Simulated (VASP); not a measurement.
# Mo (Im-3m) in VASP: single point with PBEsol

Aim: the single point of Mo with PBEsol.

All numbers are computed with VASP 6.6.1; they aren't measurements. Logs are shortened: lines on timing, memory, paths and dates and some standing lists are left out, and cuts for length are marked.

### Step 1. The cell of the first run

The structure is cubic, space group Im-3m (No. 229). The conventional cell has a = 3.147 Å, b = 3.147 Å, c = 3.147 Å, α = 90.00°, β = 90.00°, γ = 90.00°. Within 3.6 Å of Mo (site symmetry m-3m) lie 14 Mo at 2.73 to 3.15 Å.

### Step 2. Single point, PBEsol

INCAR reads:

```
SYSTEM = Mo
PREC     = Accurate       ! precision mode
ENCUT    = 500            ! plane-wave cutoff, eV
EDIFF    = 1E-6           ! SCF threshold, eV
ISMEAR   = -1             ! smearing method
SIGMA    = 0.0272         ! smearing width, eV
LREAL    = .FALSE.        ! projectors in reciprocal space
LASPH    = .TRUE.         ! aspherical terms in the spheres
NELM     = 120            ! most SCF steps
ALGO     = Normal         ! electronic algorithm
ISIF     = 2              ! what is computed and relaxed
LWAVE    = .FALSE.        ! write WAVECAR
LCHARG   = .TRUE.         ! write CHGCAR
GGA      = PS             ! functional
LELF     = .TRUE.         ! ELF
LVHAR    = .TRUE.       
NBANDS   = 13             ! bands
GGA_COMPAT= .FALSE.
```

KPOINTS reads:

```
Automatic mesh
0
G
  12 12 12
  0 0 0
```

POSCAR reads:

```
Mo
1.0
   -1.5734150000      1.5734150000      1.5734150000
    1.5734150000     -1.5734150000      1.5734150000
    1.5734150000      1.5734150000     -1.5734150000
Mo
1
Direct
    0.0000000000      0.0000000000      0.0000000000
```

Potentials or basis: VASP PAW PBE potentials, release 64 (Mo_sv).

Started as:

```console
> cat potpaw_PBE.64/Mo_sv/POTCAR > POTCAR
> mpirun -np 1 vasp_std > vasp.out
```

OUTCAR:

```text
SYSTEM = Mo
   PREC = Accurate
   ENCUT = 500
   EDIFF = 1E-6
   ISMEAR = -1
   LREAL = .FALSE.
   LASPH = .TRUE.
   NELM = 120
   ISIF = 2
   GGA = PS

 ion  position               nearest neighbor table
   1  0.000  0.000  0.000-

  LATTYP: Found a body centered cubic cell.
 ALAT       =     3.1468300000

  Lattice vectors:

 A1 = (  -1.5734150000,   1.5734150000,   1.5734150000)
 A2 = (   1.5734150000,  -1.5734150000,   1.5734150000)
 A3 = (   1.5734150000,   1.5734150000,  -1.5734150000)

Analysis of symmetry for initial positions (statically):
=====================================================================
 Subroutine PRICEL returns:
 Original cell was already a primitive cell.

 Routine SETGRP: Setting up the symmetry group for a
 body centered cubic supercell.

 Subroutine GETGRP returns: Found 48 space group operations
 (whereof 48 operations were pure point group operations)
 out of a pool of 48 trial point group operations.

The static configuration has the point symmetry O_h .

Analysis of symmetry for dynamics (positions and initial velocities):
=====================================================================
 Subroutine PRICEL returns:
 Original cell was already a primitive cell.

 Routine SETGRP: Setting up the symmetry group for a
 body centered cubic supercell.

 Subroutine GETGRP returns: Found 48 space group operations
 (whereof 48 operations were pure point group operations)
 out of a pool of 48 trial point group operations.

The dynamic configuration has the point symmetry O_h .

 Subroutine INISYM returns: Found 48 space group operations
 (whereof 48 operations are pure point group operations),
 and found     1 'primitive' translations

----------------------------------------------------------------------------------------

                                     Primitive cell

  volume of cell :      15.5808

  direct lattice vectors                    reciprocal lattice vectors
    -1.573415000  1.573415000  1.573415000     0.000000000  0.317780115  0.317780115
     1.573415000 -1.573415000  1.573415000     0.317780115  0.000000000  0.317780115
     1.573415000  1.573415000 -1.573415000     0.317780115  0.317780115  0.000000000

  length of vectors
     2.725234721  2.725234721  2.725234721     0.449408949  0.449408949  0.449408949

  position of ions in fractional coordinates (direct lattice)
     0.000000000  0.000000000  0.000000000

  ion indices of the primitive-cell ions
   primitive index   ion index
                 1           1

----------------------------------------------------------------------------------------

 KPOINTS: Automatic mesh

Automatic generation of k-mesh.
 Grid dimensions read from file:
 generate k-points for:   12   12   12

 Generating k-lattice:

  Cartesian coordinates                     Fractional coordinates (reciprocal lattice)
     0.000000000  0.026481676  0.026481676     0.083333333  0.000000000  0.000000000
     0.026481676  0.000000000  0.026481676     0.000000000  0.083333333  0.000000000
     0.026481676  0.026481676  0.000000000     0.000000000  0.000000000  0.083333333

  Length of vectors
     0.037450746  0.037450746  0.037450746

  Shift w.r.t. Gamma in fractional coordinates (k-lattice)
     0.000000000  0.000000000  0.000000000

 Subroutine IBZKPT returns following result:
 ===========================================

 Found     72 irreducible k-points:

 Following reciprocal coordinates:
            Coordinates               Weight
  0.000000  0.000000  0.000000      1.000000
  0.083333  0.000000  0.000000     12.000000
  0.166667  0.000000  0.000000     12.000000
  0.250000  0.000000  0.000000     12.000000
  0.333333  0.000000  0.000000     12.000000
  0.416667  0.000000  0.000000     12.000000
[... 16 lines left out ...]
  0.333333  0.083333  0.083333     24.000000
  0.416667  0.083333  0.083333     12.000000
 [... further k-points ...]
   k-points           NKPTS =     72   k-points in BZ     NKDIM =     72   number of bands    NBANDS=     13
   number of dos      NEDOS =    301   number of ions     NIONS =      1
   total plane-waves  NPLWV =   8000
   dimension x,y,z NGX =    20 NGY =   20 NGZ =   20
   dimension x,y,z NGXF=    40 NGYF=   40 NGZF=   40
   ions per type =               1
   NGX,Y,Z   is equivalent  to a cutoff of  12.20, 12.20, 12.20 a.u.
   NGXF,Y,Z  is equivalent  to a cutoff of  24.40, 24.40, 24.40 a.u.
 SYSTEM =  Mo
   PREC   = accura    normal or accurate (medium, high low for compatibility)
   ISTART =      0    job   : 0-new  1-cont  2-samecut
   ICHARG =      2    charge: 1-file 2-atom 10-const
   ISPIN  =      1    spin polarized calculation?
   LNONCOLLINEAR =      F non collinear calculations
   LSORBIT =      F    spin-orbit coupling
   LASPH  =      T    aspherical Exc in radial PAW
   ENCUT  =  500.0 eV  36.75 Ry    6.06 a.u.   4.97  4.97  4.97*2*pi/ulx,y,z
   NELM   =    120;   NELMIN=  2; NELMDL= -5     # of ELM steps
   EDIFF  = 0.1E-05   stopping-criterion for ELM
   LREAL  =      F    real-space projection
   EDIFFG = 0.1E-04   stopping-criterion for IOM
   NSW    =      0    number of steps for IOM
   IBRION =     -1    ionic relax: 0-MD 1-quasi-New 2-CG
   NFREE  =      0    steps in history (QN), initial steepest desc. (CG)
   ISIF   =      2    stress and relaxation
   ISYM   =      2    0-nonsym 1-usesym 2-fastsym
   POTIM  = 0.5000    time-step for ionic-motion
   TEBEG  =    0.0;   TEEND  =   0.0 temperature during run
   PSTRESS=    0.0 pullay stress
   NELECT =      14.0000    total number of electrons
   NUPDOWN=      -1.0000    fix difference up-down
   EMIN   =  10.00;   EMAX   =-10.00  energy-range for DOS
   EFERMI =   0.00;   METHOD = LEGACY
   ISMEAR =    -1;   SIGMA  =   0.03  broadening in eV -4-tet -1-fermi 0-gaus
   EFERMI_NEDOS =   21; number of points for ismear=-14 and -15
   IALGO  =     38    algorithm
   IMIX   =      4    mixing-type and parameters
     AMIX     =   0.40;   BMIX     =  1.00
     AMIX_MAG =   1.60;   BMIX_MAG =  1.00
  volume/ion in A,a.u.               =      15.58       105.14
  Fermi-wavevector in a.u.,A,eV,Ry     =   1.579747  2.985289 33.954710  2.495601
  Thomas-Fermi vector in A             =   2.680079
   LORBIT       =      0    0 simple, 1 ext, 2 COOP (PROOUT), +10 PAW based schemes
   GGA     = PS    functional components
   LHFCALC =     F    Hartree Fock is set to
   AEXX    =    0.0000 exact exchange contribution
   IVDW    =     0    specifies the selected vdW correction
   LEPSILON=     F    determine dielectric tensor
   LRPA    =     F    only Hartree local field effects (RPA)
 non-spin polarized calculation
  energy-cutoff  :      500.00
  volume of cell :       15.58
 maximum number of plane-waves:       420
   NGX =  9   NGY =  9   NGZ =  9

 number of electron      14.0000001 magnetization

 Free energy of the ion-electron system (eV)
  ---------------------------------------------------
  ext. energy  EPLUGINS =         0.00000000
  ---------------------------------------------------
  free energy    TOTEN  =       -11.79087379 eV

  energy without entropy =      -11.79012948  energy(sigma->0) =      -11.79050163

 E-fermi :  12.4589     XC(G=0): -13.5469

 val. band max:       12.3966486967   @ k =  -0.1667   0.2500   0.0833
 cond. band min:      12.4601050656   @ k =   0.5000   0.5000   0.0833
 fundamental gap:      0.0634563688
 Fermi energy:        12.4588989251

 k-point     1 :       0.0000    0.0000    0.0000
  band No.  band energies     occupation
      1     -48.6755      2.00000
      2     -21.9550      2.00000
      3     -21.9550      2.00000
      4     -21.9550      2.00000
      5       5.2210      2.00000
      6      11.1462      2.00000
      7      11.1462      2.00000
      8      11.1462      2.00000
      9      14.1709      0.00000
     10      14.1709      0.00000
     11      27.3305      0.00000
     12      27.3305      0.00000
     13      27.3305      0.00000

 k-point     2 :       0.0833    0.0000    0.0000
  band No.  band energies     occupation
      1     -48.6578      2.00000
      2     -22.0572      2.00000
      3     -21.9865      2.00000
      4     -21.9558      2.00000
      5       5.5271      2.00000
      6      10.9740      2.00000
      7      11.1133      2.00000
      8      11.4360      2.00000
      9      13.9304      0.00000
     10      14.1764      0.00000
     11      27.5528      0.00000
     12      27.8493      0.00000
     13      27.9225      0.00000

 k-point     3 :       0.1667    0.0000    0.0000
  band No.  band energies     occupation
      1     -48.6091      2.00000
      2     -22.3308      2.00000
      3     -22.0717      2.00000
      4     -21.9579      2.00000
      5       6.3343      2.00000
      6      10.5368      2.00000
      7      10.9600      2.00000
      8      12.2785      1.99737
      9      13.5963      0.00000
     10      14.2166      0.00000
     11      27.8685      0.00000
     12      28.9895      0.00000
     13      29.3137      0.00000
[... 305 lines left out ...]
 k-point    23 :       0.3333    0.0833    0.0833
  band No.  band energies     occupation
      1     -48.4162      2.00000
      2     -23.2254      2.00000
      3     -22.4320      2.00000
      4     -22.0598      2.00000
      5       7.8475      2.00000
      6       9.1744      2.00000
      7      12.1426      1.99998
      8      14.3023      0.00000
      9      14.7867      0.00000
     10      18.2198      0.00000
     11      24.5775      0.00000
     12      25.4230      0.00000
     13      29.0861      0.00000

 k-point    24 :       0.4167    0.0833    0.0833
  band No.  band energies     occupation
      1     -48.3997      2.00000
      2     -23.2874      2.00000
      3     -22.4771      2.00000
      4     -22.0628      2.00000
      5       7.7293      2.00000
      6       9.0865      2.00000
      7      12.8397      0.00000
      8      14.3733      0.00000
      9      14.8699      0.00000
     10      18.9375      0.00000
     11      23.6001      0.00000
     12      25.0155      0.00000
     13      28.5562      0.00000

 [... further k-points ...]
[... 5 lines left out ...]
  --------------------------------------------------------------------------------------
  -------------------------------------------------------------------------------------
  Total       -0.4011562     -0.4011562     -0.4011562     -0.0000000      0.0000000      0.0000000
  in kB      -41.2509723    -41.2509723    -41.2509723     -0.0000000      0.0000000      0.0000000
  external PRESSURE =     -41.2509723 kB  Pullay stress =       0.0000000 kB

 VOLUME and BASIS-vectors are now :
 -----------------------------------------------------------------------------
  energy-cutoff  :      500.00
  volume of cell :       15.58
      direct lattice vectors                 reciprocal lattice vectors
    -1.573415000  1.573415000  1.573415000     0.000000000  0.317780115  0.317780115
     1.573415000 -1.573415000  1.573415000     0.317780115  0.000000000  0.317780115
     1.573415000  1.573415000 -1.573415000     0.317780115  0.317780115  0.000000000

 POSITION                                       TOTAL-FORCE (eV/Angst)
 -----------------------------------------------------------------------------------
      0.00000      0.00000      0.00000         0.000000      0.000000      0.000000
 -----------------------------------------------------------------------------------
    total drift:                                0.000000     -0.000000      0.000000

  FREE ENERGIE OF THE ION-ELECTRON SYSTEM (eV)
  ---------------------------------------------------
  free  energy   TOTEN  =       -11.7908737851 eV

  energy  without entropy=      -11.7901294846  energy(sigma->0) =      -11.79050163
```

It took 8.9 s on 1 thread of Intel Xeon 6975P-C, shared host; peak memory 0.13 GiB.

What came out:

```
Free energy            : -11.7909 eV
Pressure               : -4.1 GPa
Band gap on the k mesh : zero (band 7 reaches 16.55 eV, above the bottom of band 8 at 11.15 eV)
```

Caveat: the PAW data sets were made with another functional, which shifts forces and pressure a little.
